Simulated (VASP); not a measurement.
Write the native input for VASP 6.6.1 that does the following.

```
Task                   : single point
Functional             : PBEsol
Potentials or basis    : VASP PAW PBE potentials, release 64 (Sc_sv, Al)
Cutoff                 : 520 eV
k mesh                 : 9 × 9 × 9
Occupations            : methfessel-paxton, width 0.15 eV
Spin                   : no spin polarisation
Dipole correction      : no
Further INCAR settings : ALGO = Normal; EDIFF = 1e-06; NBANDS = 14
```

The structure of ScAl lies in POSCAR:

```
ScAl
1.0
    3.4364510564      0.0000000000      0.0000000000
    0.0000000000      3.4364510564      0.0000000000
    0.0000000000      0.0000000000      3.4364510564
Sc Al
1 1
Direct
    0.5000000000      0.5000000000      0.5000000000
    0.0000000000      0.0000000000      0.0000000000
```

The input as run:

INCAR

```
SYSTEM = ScAl
  PREC = Accurate
  ENCUT = 520
  EDIFF = 1E-6
  ISMEAR = 1
  SIGMA = 0.15
  LREAL = .False.
  LASPH = .True.
  NELM = 80
  ALGO = Normal
  ISIF = 2
  LWAVE = .False.
  LCHARG = .False.
  GGA = PS
  NBANDS = 14
```

KPOINTS

```
Automatic mesh
0
Gamma
  9 9 9
  0 0 0
```

Potentials or basis: VASP PAW PBE potentials, release 64 (Sc_sv, Al).

The run is started by

```sh
$ cat potpaw_PBE.64/Sc_sv/POTCAR potpaw_PBE.64/Al/POTCAR > POTCAR
$ mpirun -np 1 vasp_std > vasp.out
```

Results of the run:

```yaml
Pressure: -5.4 GPa
Band_gap_on_the_k_mesh: zero (band 7 reaches 5.76 eV, above the bottom of band 8 at 5.08 eV)
```

Caveat: the PAW data sets were made with another functional, which shifts forces and pressure a little.

Run time: 11 s on 1 thread of Intel(R) Xeon(R) Platinum 8559C (Emerald Rapids), on a shared host, peak memory 0.16 GiB.
